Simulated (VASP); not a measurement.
# Al9N in VASP: further runs

Al9N is run at these levels: PBE; tasks: single point.

All numbers are computed with VASP 6.6.1; they aren't measurements. Logs are shortened: lines on timing, memory, paths and dates and some standing lists are left out, and cuts for length are marked.

**1. The cell of the first run**

The cell holds a slab with vacuum, 20 atoms: a = 5.707 Å, b = 9.806 Å, c = 22.790 Å, α = 90.00°, β = 90.00°, γ = 98.37°.

**2. Single point, PBE**

INCAR reads:

```
PREC = Accurate
ENCUT = 520
EDIFF = 1E-6
ISMEAR = 0
SIGMA = 0.1
LREAL = Auto
LASPH = T
NELM = 100
ALGO = Normal
ISIF = 2
LWAVE = F
LCHARG = F
LDIPOL = T
IDIPOL = 3
DIPOL = 0.5 0.5 0.308
GGA = PE
NBANDS = 48
```

KPOINTS reads:

```
regular mesh
0
Gamma
  5 3 1
```

POSCAR reads:

```
Al9N
1.0
    5.7070863110      0.0000000000      0.0000000000
   -1.4267715777      9.7014842372      0.0000000000
    0.0000000000      0.0000000000     22.7903703877
Al N
18 2
Direct
    0.2662216041      0.0648864163      0.1755127245
    0.7662216041      0.0648864163      0.1755127245
    0.3354806058      0.3419224231      0.2192029851
    0.8354806058      0.3419224231      0.2192029851
    0.1493324061      0.5973296244      0.2279410371
    0.6493324061      0.5973296244      0.2279410371
    0.4631842064      0.8527368258      0.2366790893
    0.9631842064      0.8527368258      0.2366790893
    0.0319772075      0.1277109158      0.2808262501
    0.5319772075      0.1277109158      0.2808262501
    0.0997917578      0.4042231245      0.3301071117
    0.5997917578      0.4042231245      0.3301071117
    0.4144000538      0.6596656467      0.3369822073
    0.9144000538      0.6596656467      0.3369822073
    0.2263076930      0.9110819227      0.3449259125
    0.7263076930      0.9110819227      0.3449259125
    0.2962427187      0.1814071959      0.3857054641
    0.7962427187      0.1814071959      0.3857054641
    0.3799362750      0.9110819227      0.5436669162
    0.5726791109      0.9110819227      0.5436669162
```

Potentials or basis: VASP PAW PBE potentials, release 64 (Al, N).

Started as:

```sh
cat potpaw_PBE.64/Al/POTCAR potpaw_PBE.64/N/POTCAR > POTCAR
mpirun -np 1 vasp_std > vasp.out
```

OUTCAR:

```text
PREC = Accurate
   ENCUT = 520
   EDIFF = 1E-6
   ISMEAR = 0
   LREAL = Auto
   LASPH = T
   NELM = 100
   ISIF = 2
   GGA = PE

 ion  position               nearest neighbor table
   1  0.266  0.065  0.176-   2 2.85   2 2.85   9 2.86  10 2.86   7 2.87   3 2.87   8 2.87
   2  0.766  0.065  0.176-   1 2.85   1 2.85  10 2.86   9 2.86   8 2.87   4 2.87   7 2.87
   3  0.335  0.342  0.219-   4 2.85   4 2.85   6 2.87   5 2.87   1 2.87   9 2.89  10 2.89  12 2.96
                            11 2.97
   4  0.835  0.342  0.219-   3 2.85   3 2.85   5 2.87   6 2.87   2 2.87  10 2.89   9 2.89  11 2.96
                            12 2.97
   5  0.149  0.597  0.228-   6 2.85   6 2.85   4 2.87   3 2.87   7 2.87   8 2.87  13 2.93  14 2.93
                            11 2.99
   6  0.649  0.597  0.228-   5 2.85   5 2.85   3 2.87   4 2.87   8 2.87   7 2.87  14 2.93  13 2.93
                            12 2.99
   7  0.463  0.853  0.237-  10 2.85   8 2.85   8 2.85   5 2.87   1 2.87   6 2.87   2 2.87  16 2.90
                            15 2.91  13 2.96
   8  0.963  0.853  0.237-   9 2.85   7 2.85   7 2.85   6 2.87   2 2.87   5 2.87   1 2.87  15 2.90
                            16 2.91  14 2.96
   9  0.032  0.128  0.281-  18 2.83  17 2.83   8 2.85  10 2.85  10 2.85   1 2.86   2 2.86   3 2.89
                             4 2.89  11 2.91  15 2.93  16 2.93
  10  0.532  0.128  0.281-  17 2.83  18 2.83   7 2.85   9 2.85   9 2.85   2 2.86   1 2.86   4 2.89
                             3 2.89  12 2.91  16 2.93  15 2.93
  11  0.100  0.404  0.330-  12 2.85  12 2.85  14 2.86  13 2.87  18 2.88  17 2.89   9 2.91   4 2.96
                             3 2.97   5 2.99
  12  0.600  0.404  0.330-  11 2.85  11 2.85  13 2.86  14 2.87  17 2.88  18 2.89  10 2.91   3 2.96
                             4 2.97   6 2.99
  13  0.414  0.660  0.337-  16 2.83  15 2.83  14 2.85  14 2.85  12 2.86  11 2.87   5 2.93   6 2.93
                             7 2.96
  14  0.914  0.660  0.337-  15 2.83  16 2.83  13 2.85  13 2.85  11 2.86  12 2.87   6 2.93   5 2.93
                             8 2.96
  15  0.226  0.911  0.345-  17 2.78  14 2.83  13 2.83  16 2.85  16 2.85   8 2.90   7 2.91   9 2.93
                            10 2.93
  16  0.726  0.911  0.345-  18 2.78  13 2.83  14 2.83  15 2.85  15 2.85   7 2.90   8 2.91  10 2.93
                             9 2.93
  17  0.296  0.181  0.386-  15 2.78  10 2.83   9 2.83  18 2.85  18 2.85  12 2.88  11 2.89
  18  0.796  0.181  0.386-  16 2.78   9 2.83  10 2.83  17 2.85  17 2.85  11 2.88  12 2.89
  19  0.380  0.911  0.544-  20 1.10
  20  0.573  0.911  0.544-  19 1.10

  LATTYP: Found a simple monoclinic cell.
 ALAT       =     5.7070863110
 B/A-ratio  =     3.9933460168
 C/A-ratio  =     1.7181865164
 COS(beta)  =    -0.1455022476

  Lattice vectors:

 A1 = (   5.7070863110,   0.0000000000,   0.0000000000)
 A2 = (   0.0000000000,   0.0000000000, -22.7903703877)
 A3 = (  -1.4267715777,   9.7014842372,   0.0000000000)

Analysis of symmetry for initial positions (statically):
=====================================================================
 Subroutine PRICEL returns:
 Original cell was already a primitive cell.

 Routine SETGRP: Setting up the symmetry group for a
 simple monoclinic supercell.

 Subroutine GETGRP returns: Found  1 space group operations
 (whereof  1 operations were pure point group operations)
 out of a pool of  4 trial point group operations.

The static configuration has the point symmetry C_1 .

Analysis of symmetry for dynamics (positions and initial velocities):
=====================================================================
 Subroutine PRICEL returns:
 Original cell was already a primitive cell.

 Routine SETGRP: Setting up the symmetry group for a
 simple monoclinic supercell.

 Subroutine GETGRP returns: Found  1 space group operations
 (whereof  1 operations were pure point group operations)
 out of a pool of  4 trial point group operations.

The dynamic configuration has the point symmetry C_1 .

 Subroutine INISYM returns: Found  1 space group operations
 (whereof  1 operations are pure point group operations),
 and found     1 'primitive' translations

----------------------------------------------------------------------------------------

                                     Primitive cell

  volume of cell :    1261.8392

  direct lattice vectors                    reciprocal lattice vectors
     5.707086311  0.000000000  0.000000000     0.175220760  0.025769253  0.000000000
    -1.426771578  9.701484237  0.000000000     0.000000000  0.103077011  0.000000000
     0.000000000  0.000000000 22.790370388     0.000000000  0.000000000  0.043878181

  length of vectors
     5.707086311  9.805838747 22.790370388     0.177105531  0.103077011  0.043878181

  position of ions in fractional coordinates (direct lattice)
     0.266221604  0.064886416  0.175512725
     0.766221604  0.064886416  0.175512725
     0.335480606  0.341922423  0.219202985
     0.835480606  0.341922423  0.219202985
     0.149332406  0.597329624  0.227941037
     0.649332406  0.597329624  0.227941037
[... 12 lines left out ...]
     0.379936275  0.911081923  0.543666916
     0.572679111  0.911081923  0.543666916

  ion indices of the primitive-cell ions
   primitive index   ion index
                 1           1
                 2           2
                 3           3
                 4           4
                 5           5
                 6           6
[... 12 lines left out ...]
                19          19
                20          20

----------------------------------------------------------------------------------------

 KPOINTS: regular mesh

Automatic generation of k-mesh.
 Grid dimensions read from file:
 generate k-points for:    5    3    1

 Generating k-lattice:

  Cartesian coordinates                     Fractional coordinates (reciprocal lattice)
     0.035044152  0.005153851  0.000000000     0.200000000  0.000000000  0.000000000
     0.000000000  0.034359004  0.000000000     0.000000000  0.333333333  0.000000000
     0.000000000  0.000000000  0.043878181     0.000000000  0.000000000  1.000000000

  Length of vectors
     0.035421106  0.034359004  0.043878181

  Shift w.r.t. Gamma in fractional coordinates (k-lattice)
     0.000000000  0.000000000  0.000000000

 Subroutine IBZKPT returns following result:
 ===========================================

 Found      8 irreducible k-points:

 Following reciprocal coordinates:
            Coordinates               Weight
  0.000000  0.000000  0.000000      1.000000
  0.200000 -0.000000  0.000000      2.000000
  0.400000  0.000000  0.000000      2.000000
  0.000000  0.333333  0.000000      2.000000
  0.200000  0.333333  0.000000      2.000000
  0.400000  0.333333  0.000000      2.000000
 -0.400000  0.333333  0.000000      2.000000
 -0.200000  0.333333  0.000000      2.000000
   k-points           NKPTS =      8   k-points in BZ     NKDIM =      8   number of bands    NBANDS=     48
   number of dos      NEDOS =    301   number of ions     NIONS =     20
   total plane-waves  NPLWV = 604800
   dimension x,y,z NGX =    42 NGY =   80 NGZ =  180
   dimension x,y,z NGXF=    84 NGYF=  160 NGZF=  360
   ions per type =              18   2
   NGX,Y,Z   is equivalent  to a cutoff of  12.23, 13.56, 13.13 a.u.
   NGXF,Y,Z  is equivalent  to a cutoff of  24.47, 27.13, 26.26 a.u.
 SYSTEM =  unknown system
   PREC   = accura    normal or accurate (medium, high low for compatibility)
   ISTART =      0    job   : 0-new  1-cont  2-samecut
   ICHARG =      2    charge: 1-file 2-atom 10-const
   ISPIN  =      1    spin polarized calculation?
   LNONCOLLINEAR =      F non collinear calculations
   LSORBIT =      F    spin-orbit coupling
   LASPH  =      T    aspherical Exc in radial PAW
   ENCUT  =  520.0 eV  38.22 Ry    6.18 a.u.  10.61 18.23 42.37*2*pi/ulx,y,z
   NELM   =    100;   NELMIN=  2; NELMDL= -5     # of ELM steps
   EDIFF  = 0.1E-05   stopping-criterion for ELM
   LREAL  =      T    real-space projection
   EDIFFG = 0.1E-04   stopping-criterion for IOM
   NSW    =      0    number of steps for IOM
   IBRION =     -1    ionic relax: 0-MD 1-quasi-New 2-CG
   NFREE  =      0    steps in history (QN), initial steepest desc. (CG)
   ISIF   =      2    stress and relaxation
   ISYM   =      2    0-nonsym 1-usesym 2-fastsym
   POTIM  = 0.5000    time-step for ionic-motion
   TEBEG  =    0.0;   TEEND  =   0.0 temperature during run
   PSTRESS=    0.0 pullay stress
   NELECT =      64.0000    total number of electrons
   NUPDOWN=      -1.0000    fix difference up-down
   EMIN   =  10.00;   EMAX   =-10.00  energy-range for DOS
   EFERMI =   0.00;   METHOD = LEGACY
   ISMEAR =     0;   SIGMA  =   0.10  broadening in eV -4-tet -1-fermi 0-gaus
   EFERMI_NEDOS =   21; number of points for ismear=-14 and -15
   IALGO  =     38    algorithm
   IMIX   =      4    mixing-type and parameters
     AMIX     =   0.40;   BMIX     =  1.00
     AMIX_MAG =   1.60;   BMIX_MAG =  1.00
  volume/ion in A,a.u.               =      63.09       425.77
  Fermi-wavevector in a.u.,A,eV,Ry     =   0.605992  1.145159  4.996416  0.367226
  Thomas-Fermi vector in A             =   1.659921
   LORBIT       =      0    0 simple, 1 ext, 2 COOP (PROOUT), +10 PAW based schemes
   GGA     = PE    functional components
   LHFCALC =     F    Hartree Fock is set to
   AEXX    =    0.0000 exact exchange contribution
   IVDW    =     0    specifies the selected vdW correction
   LEPSILON=     F    determine dielectric tensor
   LRPA    =     F    only Hartree local field effects (RPA)
 non-spin polarized calculation
 Gauss-broadening in eV      SIGMA  =   0.10
  energy-cutoff  :      520.00
  volume of cell :     1261.84
 maximum number of plane-waves:     34010
   NGX = 21   NGY = 37   NGZ = 85

 dipolmoment           0.000000      0.000000      0.002753 electrons x Angstroem

 number of electron      63.9999998 magnetization

 dipolmoment           0.000000      0.000000     -0.000425 electrons x Angstroem

 Free energy of the ion-electron system (eV)
  ---------------------------------------------------
  ext. energy  EPLUGINS =         0.00000000
  ---------------------------------------------------
  free energy    TOTEN  =       -77.89879400 eV

  energy without entropy =      -77.85260889  energy(sigma->0) =      -77.87570145

 E-fermi :  -1.1028     XC(G=0):  -3.5844

 val. band max:       -1.1228903459   @ k =   0.0000   0.3333   0.0000
 cond. band min:      -1.0859912102   @ k =   0.2000  -0.0000   0.0000
 fundamental gap:      0.0368991358
 Fermi energy:        -1.1028005730

 k-point     1 :       0.0000    0.0000    0.0000
  band No.  band energies     occupation
      1     -25.2576      2.00000
      2     -11.1722      2.00000
      3     -10.3034      2.00000
      4      -9.6313      2.00000
      5      -9.5321      2.00000
      6      -8.8870      2.00000
[... 36 lines left out ...]
     43       0.9242      0.00000
     44       0.9615      0.00000

 k-point     2 :       0.2000   -0.0000    0.0000
  band No.  band energies     occupation
      1     -25.2576      2.00000
      2     -10.9877      2.00000
      3     -10.3132      2.00000
      4      -9.5581      2.00000
      5      -9.2400      2.00000
      6      -8.7068      2.00000
[... 274 lines left out ...]
 k-point     8 :      -0.2000    0.3333    0.0000
  band No.  band energies     occupation
      1     -25.2576      2.00000
      2     -10.8799      2.00000
      3     -10.3131      2.00000
      4     -10.1339      2.00000
      5      -8.6718      2.00000
      6      -8.5140      2.00000
[... 36 lines left out ...]
     43       0.9845      0.00000
     44       1.1166      0.00000
 [bands above 44 left out]

------------------------ aborting loop because EDIFF is reached ----------------------------------------

 vacuum level on the upper side and lower side of the slab       (xc-potential included)        -0.107        -0.098

  FORCE on cell =-STRESS in cart. coord.  units (eV):
  Direction    XX          YY          ZZ          XY          YZ          ZX
  --------------------------------------------------------------------------------------
  -------------------------------------------------------------------------------------
  Total       -9.5049748    -12.6779880     -0.2313381      0.0752855     -0.5723939      0.0095097
  in kB      -12.0686181    -16.0974436     -0.2937337      0.0955911     -0.7267776      0.0120746
  external PRESSURE =      -9.4865985 kB  Pullay stress =       0.0000000 kB

 VOLUME and BASIS-vectors are now :
 -----------------------------------------------------------------------------
  energy-cutoff  :      520.00
  volume of cell :     1261.84
      direct lattice vectors                 reciprocal lattice vectors
     5.707086311  0.000000000  0.000000000     0.175220760  0.025769253  0.000000000
    -1.426771578  9.701484237  0.000000000     0.000000000  0.103077011  0.000000000
     0.000000000  0.000000000 22.790370388     0.000000000  0.000000000  0.043878181

 POSITION                                       TOTAL-FORCE (eV/Angst)
 -----------------------------------------------------------------------------------
      1.42677      0.62949      4.00000        -0.006932      0.156113      0.032286
      4.28031      0.62949      4.00000        -0.005465      0.155707      0.032410
      1.42677      3.31715      4.99572         0.005260      0.034914      0.061589
      4.28031      3.31715      4.99572         0.006262      0.035514      0.061334
      0.00000      5.79498      5.19486        -0.000709     -0.073771      0.029800
      2.85354      5.79498      5.19486        -0.001697     -0.074160      0.029399
[... 12 lines left out ...]
      0.86842      8.83885     12.39037        -2.127762     -0.000486      0.004008
      1.96842      8.83885     12.39037         2.128402     -0.000327      0.004264
 -----------------------------------------------------------------------------------
    total drift:                               -0.008099     -0.032366     -0.006887

  FREE ENERGIE OF THE ION-ELECTRON SYSTEM (eV)
  ---------------------------------------------------
  free  energy   TOTEN  =       -77.8987940014 eV

  energy  without entropy=      -77.8526088888  energy(sigma->0) =      -77.87570145

 vacuum level on the upper side and lower side of the slab         3.004         3.014
```

Run time: 14 min. Hardware: 1 thread of Intel Xeon 6975P-C (Granite Rapids), shared host; peak memory 1.1 GiB.

What came out:

```
Free energy            : -77.8988 eV
Largest force          : 2.128 eV/Å
Band gap on the k mesh : zero (bands 32 and 33 overlap by 0.73 eV)
```

Forces on the atoms (eV/Å):
```
Al  -0.007  0.156  0.032
Al  -0.005  0.156  0.032
Al   0.005  0.035  0.062
Al   0.006  0.036  0.061
Al  -0.001 -0.074  0.030
Al  -0.002 -0.074  0.029
Al   0.002 -0.101 -0.119
Al   0.003 -0.100 -0.119
Al   0.000  0.009 -0.002
Al   0.000  0.009 -0.004
Al   0.003 -0.012  0.000
Al   0.004 -0.012 -0.001
Al  -0.005 -0.008 -0.004
Al  -0.004 -0.009 -0.003
Al  -0.003  0.000  0.000
Al  -0.002  0.000  0.000
Al   0.002 -0.005 -0.002
Al   0.003 -0.006 -0.001
N   -2.128  0.000  0.004
N    2.128  0.000  0.004
```

Levels at points of the mesh, in eV from the Fermi level:
| k point | band 28 | band 29 | band 30 | band 31 | band 32 | band 33 | band 34 | band 35 | band 36 | band 37 |
| --- | --- | --- | --- | --- | --- | --- | --- | --- | --- | --- |
| (0.00, 0.00, 0.00) | -1.49 | -1.12 | -1.08 | -0.94 | -0.62 | -0.58 | -0.27 | 0.11 | 0.90 | 1.25 |

Caveat: the standard files for N, O and F lose accuracy on very short bonds.

(Continued in part 2 of 2.)

The gap in the log of VASP goes by the Fermi energy; the results here count the filled bands.